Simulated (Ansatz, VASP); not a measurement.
## Na in VASP and in Ansatz

File INCAR:

```
SYSTEM = Na
ALGO = Fast ; EDIFF = 1E-6
ENCUT = 520 ; GGA = PE
ISIF = 2 ; ISMEAR = 0
LASPH = .True. ; LCHARG = .False.
LREAL = .False. ; LWAVE = .False.
NBANDS = 14 ; NELM = 60
PREC = Accurate ; SIGMA = 0.15
```

Contents of KPOINTS:

```
k-points
0
Gamma
  15 15 8
  0 0 0
```

POSCAR

```
Na
1.0
    3.8947955076      0.0000000000      0.0000000000
   -1.9473977538      3.3729918521      0.0000000000
    0.0000000000      0.0000000000      6.1030356778
Na
2
Direct
    0.1464172299      0.6666666667      0.2500000000
    0.8535827701      0.3333333333      0.7500000000
```

Input for Ansatz:

```yaml
crystal:
  lattice:
    - [3.8947955076, 0.0, 0.0]
    - [-1.9473977538, 3.3729918521, 0.0]
    - [0.0, 0.0, 6.1030356778]
  atoms:
    - { symbol: Na, position: [0.1464172299, 0.6666666667, 0.25] }
    - { symbol: Na, position: [0.8535827701, 0.3333333333, 0.75] }
basis:
  ecutwfc: 520.0
kpoints:
  mp_grid: { grid: [15, 15, 8] }
hamiltonian:
  xc: pbe
scf:
  occupations: { method: gaussian, width: 0.15 }
output:
  forces: true
  stress: true
  eigenvalues: true
```

Change from the starting cell: mode 4 frozen in at -0.700 Å, equal normal strain along x and y +0.0400.

Alike in both runs: task single point; functional PBE; k mesh 15 × 15 × 8; occupations gaussian, width 0.15 eV; no spin polarisation.

|  | VASP | Ansatz |
| --- | --- | --- |
| version | VASP 6.6.1 | Ansatz 0.2.0 |
| potentials or method | VASP PAW PBE potentials, release 64 (Na_pv), cutoff 520 eV | scalar-relativistic, plane waves, PAW |
| valence electrons in the cell | 14 | 18 |

```tsv
	VASP	Ansatz	Ansatz less VASP
gap on the k mesh at the Fermi level (eV)	none	none	-
pressure (GPa)	-0.4	-0.3	+0.02
traceless stress, the component that is largest in VASP (GPa)	1.11	1.11	-0.002
rms of the force components (eV/Å)	0.095	0.095	-0.0004
```

Atom by atom the forces differ by 0.000 eV/Å (rms over components). A gap of «none» marks a metal or a gap that the smearing closes. The functional is the same, so the differences come from potentials, cutoffs and numerics. VASP's potentials hold 14 valence electrons a cell and Ansatz's 18, so a difference there can come from the potentials and not from the codes.
